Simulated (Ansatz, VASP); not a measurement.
# BaTiO3: VASP beside Ansatz

```
Ba Ti O
1.0
     2.84005    1.63971    2.33143
    -2.84005    1.63971    2.33143
     0.00000   -3.27941    2.33143
Ba Ti O
1 1 3
Cartesian
  0.0000 0.0000 0.0195
  0.0000 0.0000 3.6108
  0.0000 -1.6082 4.5688
  -1.3928 0.8041 4.5688
  1.3928 0.8041 4.5688
```

Alike in both runs: functional r2SCAN; k mesh 6 × 6 × 6; occupations gaussian, width 0.02 eV; no spin polarisation.

Ansatz relaxed the structure, and its values are those at the end. VASP's run is a single point on that final structure, the one shown.

|  | VASP | Ansatz |
| --- | --- | --- |
| version | VASP 6.6.1 | Ansatz 0.2.0 |
| potentials or method | VASP PAW PBE potentials, release 64 (Ba_sv, Ti_sv, O), cutoff 520 eV | scalar-relativistic, plane waves, PAW |
| valence electrons in the cell | 40 | 40 |

VASP gave:

| Property | Result |
| --- | --- |
| gap on the k mesh at the Fermi level (eV) | 2.85 |
| least direct gap on the mesh (eV) | 3.31 |
| pressure (GPa) | 1.9 |
| rms of the force components (eV/Å) | 0.064 |

**Question.** Estimate Ansatz's values.

**Answer.** gap on the k mesh at the Fermi level (eV): 2.87; least direct gap on the mesh (eV): 3.29; pressure (GPa): 0.0; rms of the force components (eV/Å): 0.000.

VASP's potentials were made for PBE, not for r2SCAN. With one functional, cell and mesh, what is left measures potentials, basis and numerics.

Neither program's run includes spin-orbit coupling.
